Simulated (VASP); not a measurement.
Write the native input for VASP 6.6.1 that does the following.

```yaml
Task: relaxation of cell and atoms
Functional: PBE
Potentials_or_basis: VASP PAW PBE potentials, release 64 (Hf_pv, H)
Cutoff: 600 eV
k_mesh: 6 × 6 × 6
Occupations: gaussian, width 0.1 eV
Spin: no spin polarisation
Dipole_correction: no
Further_INCAR_settings: ALGO = Normal; EDIFF = 1e-06; IBRION = 2; EDIFFG = -0.025; NSW = 90; ISIF = 3
```

The structure of Hf8H lies in POSCAR:

```
Hf8H
1.0
    0.0000000000      4.4995885807      4.4995885807
    4.4995885807      0.0000000000      4.4995885807
    4.4995885807      4.4995885807      0.0000000000
Hf H
8 1
Direct
    0.0000000000      0.0000000000      0.0000000000
   -0.0071470604     -0.0071470604      0.5071470604
   -0.0071470604      0.5071470604     -0.0071470604
   -0.0071470604      0.5071470604      0.5071470604
    0.5071470604     -0.0071470604     -0.0071470604
    0.5071470604     -0.0071470604      0.5071470604
    0.5071470604      0.5071470604     -0.0071470604
    0.5000000000      0.5000000000      0.5000000000
    0.2500000000      0.2500000000      0.2500000000
```

The input as run:

INCAR

```
SYSTEM = Hf8H
PREC = Accurate
ENCUT = 600
EDIFF = 1E-6
ISMEAR = 0
SIGMA = 0.1
LREAL = .FALSE.
LASPH = .TRUE.
NELM = 60
ALGO = Normal
ISIF = 3
LWAVE = .FALSE.
LCHARG = .FALSE.
GGA = PE
IBRION = 2
NSW = 90
EDIFFG = -0.025
```

KPOINTS

```
Automatic mesh
0
G
  6 6 6
  0 0 0
```

Potentials or basis: VASP PAW PBE potentials, release 64 (Hf_pv, H).

Command:

```console
$ cat potpaw_PBE.64/Hf_pv/POTCAR potpaw_PBE.64/H/POTCAR > POTCAR
$ mpirun -np 1 vasp_std > vasp.out
```

It gave:

* Relaxed volume: 20.05 Å³/atom
* Relaxed cell: a = 6.343 Å, b = 6.343 Å, c = 6.343 Å, α = 60.00°, β = 60.00°, γ = 60.00°
* Space group after relaxing (to 0.1 Å): Fm-3m (No. 225)
* Energy gained by relaxing: 2.0 meV/atom
* Ionic steps: 5
* Pressure after relaxing: 0.1 GPa
* Largest force after relaxing: 0.003 eV/Å
* Band gap on the k mesh: zero (an odd number of electrons rules out a gap without spin polarisation)

Caveat: spin-orbit coupling is left out, which moves the levels of the heavy elements.

Run time: 9.2 min on 1 thread of Intel(R) Xeon(R) Platinum 8559C (Emerald Rapids), on a shared host, peak memory 0.46 GiB.
